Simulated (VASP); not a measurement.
Here is a VASP 6.6.1 calculation.

INCAR

```
SYSTEM = LiCl
PREC = Accurate
ENCUT = 520
EDIFF = 1E-7
ISMEAR = 0
SIGMA = 0.1
LREAL = .FALSE.
LASPH = .TRUE.
NELM = 60
ALGO = Normal
ISIF = 2
LWAVE = .FALSE.
LCHARG = .FALSE.
GGA = PE
NBANDS = 12
```

Contents of KPOINTS:

```
Automatic mesh
0
G
  6 6 6
  0 0 0
```

The input POSCAR:

```
LiCl
1.0
    0.0000000000      2.7476583487      2.7476583487
    2.7476583487      0.0000000000      2.7476583487
    2.7476583487      2.7476583487      0.0000000000
Li Cl
1 1
Direct
    0.0000000000      0.0000000000      0.0000000000
    0.7500000000      0.7500000000      0.7500000000
```

Potentials or basis: VASP PAW PBE potentials, release 64 (Li_sv, Cl).

Command:

```bash
$ cat potpaw_PBE.64/Li_sv/POTCAR potpaw_PBE.64/Cl/POTCAR > POTCAR
$ mpirun -np 1 vasp_std > vasp.out
```

Question: What does it give for the band gap on the k mesh?

Answer: 6.00 eV, direct.
